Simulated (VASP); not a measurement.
A run of VASP 6.6.1:

File INCAR:

```
SYSTEM = Si
PREC = Accurate
ENCUT = 520
EDIFF = 1E-6
ISMEAR = -1
SIGMA = 0.1
LREAL = .False.
LASPH = .True.
NELM = 60
ALGO = Normal
ISIF = 2
LWAVE = .False.
LCHARG = .True.
LELF = .True.
LVHAR = .True.
NBANDS = 8
```

Contents of KPOINTS:

```
regular mesh
0
Gamma
  8 8 6
  0 0 0
```

The input POSCAR:

```
Si
1.0
    4.3076140000      0.0000000000      0.0000000000
   -2.1538070000      3.7305040000      0.0000000000
    0.0000000000      0.0000000000      5.2258550000
Si
1
Direct
    0.3333333333      0.6666666667      0.5000000000
```

Potentials or basis: VASP PAW LDA potentials, release 64 (Si).

Command:

```bash
$ cat potpaw_LDA.64/Si/POTCAR > POTCAR
$ mpirun -np 1 vasp_std > vasp.out
```

Hardware: 1 thread of AMD EPYC 7R43 64-Core Processor (Zen 3), with other jobs on the host.

**Question.** How long does it take, and how much memory?

**Answer.** Run time: 17 s on 1 thread of AMD EPYC 7R43 64-Core Processor (Zen 3), on a shared host, peak memory 0.13 GiB. Counts: scf iterations 11, k points 40.
